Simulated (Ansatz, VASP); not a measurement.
**Two plane-wave programs on C**

```
CELL_PARAMETERS angstrom
1.21145 -2.09831 0.00000
1.21145 2.09831 0.00000
0.00000 0.00000 7.07632
ATOMIC_POSITIONS crystal
C 0.91662 0.08338 0.75314
C 0.41662 0.58338 0.24686
C 0.08338 0.91662 0.24686
C 0.58338 0.41662 0.75314
```

Alike in both runs: task single point; functional r2SCAN; k mesh 12 × 12 × 4; occupations fermi-dirac, width 0.05 eV; no spin polarisation.

|  | VASP | Ansatz |
| --- | --- | --- |
| version | VASP 6.6.1 | Ansatz 0.2.0 |
| potentials or method | VASP PAW PBE potentials, release 64 (C) | Ansatz PAW |
| plane-wave cutoff (eV) | 520 | 500 |
| valence electrons in the cell | 16 | 16 |

Ansatz gave:

- gap on the k mesh at the Fermi level (eV): 0.03
- least direct gap on the mesh (eV): 0.03
- pressure (GPa): 11.7
- traceless stress, the component that is largest in VASP (GPa): -11.73
- rms of the force components (eV/Å): 0.014

**Question.** What did VASP give for the same quantities?

**Answer.** gap on the k mesh at the Fermi level (eV): 0.03; least direct gap on the mesh (eV): 0.03; pressure (GPa): 12.3; traceless stress, the component that is largest in VASP (GPa): -12.51; rms of the force components (eV/Å): 0.014.

VASP's potentials were made for PBE, not for r2SCAN. Atom by atom the forces differ by 0.000 eV/Å (rms over components).
